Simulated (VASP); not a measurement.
A run of VASP 6.6.1 is set up as follows.

Contents of INCAR:

```
SYSTEM = W3O4
ALGO = Normal
EDIFF = 1E-7
EDIFFG = -0.04
ENCUT = 600
GGA = PE
IBRION = 2
ISIF = 3
ISMEAR = 0
LASPH = .True.
LCHARG = .False.
LREAL = .False.
LWAVE = .False.
NELM = 80
NSW = 90
PREC = Accurate
SIGMA = 0.1
```

Contents of KPOINTS:

```
k-points
0
Gamma
  4 4 4
  0 0 0
```

Contents of POSCAR:

```
W3O4
1.0
    4.1491543400      0.0000000000      0.0000000000
    0.0000000000      4.1491543400      0.0000000000
    0.0000000000      0.0000000000      4.1491543400
W O
3 4
Direct
    0.5000000000      0.5000000000      0.0000000000
    0.0000000000      0.5000000000      0.5000000000
    0.5000000000      0.0000000000      0.5000000000
    0.5000000000      0.5000000000      0.5000000000
    0.5000000000      0.0000000000      0.0000000000
    0.0000000000      0.5000000000      0.0000000000
    0.0000000000      0.0000000000      0.5000000000
```

Potentials or basis: VASP PAW PBE potentials, release 64 (W_sv, O).

Command:

```console
$ cat potpaw_PBE.64/W_sv/POTCAR potpaw_PBE.64/O/POTCAR > POTCAR
$ mpirun -np 1 vasp_std > vasp.out
```

Question: What does it give for the band gap on the k mesh?

Answer: Zero (bands 33 and 34 overlap by 1.57 eV).

Question: What does it give for the space group after relaxing (to 0.1 Å)?

Answer: Pm-3m (No. 221).

Question: What does it give for the relaxed cell?

Answer: a = 4.293 Å, b = 4.293 Å, c = 4.293 Å, α = 90.00°, β = 90.00°, γ = 90.00°.

Question: Predict the relaxed volume.

Answer: 11.30 Å³/atom.

Final structure:
```
W O
1.0
     4.29255    0.00000    0.00000
     0.00000    4.29255    0.00000
     0.00000    0.00000    4.29255
W O
3 4
Direct
  0.50000 0.50000 0.00000
  0.00000 0.50000 0.50000
  0.50000 0.00000 0.50000
  0.50000 0.50000 0.50000
  0.50000 0.00000 0.00000
  0.00000 0.50000 0.00000
  0.00000 0.00000 0.50000
```

Caveat: the k points lie up to 0.37 Å⁻¹ apart in the final cell, too coarse for converged energies and pressures of a metal; spin-orbit coupling is left out, which moves the levels of the heavy elements.
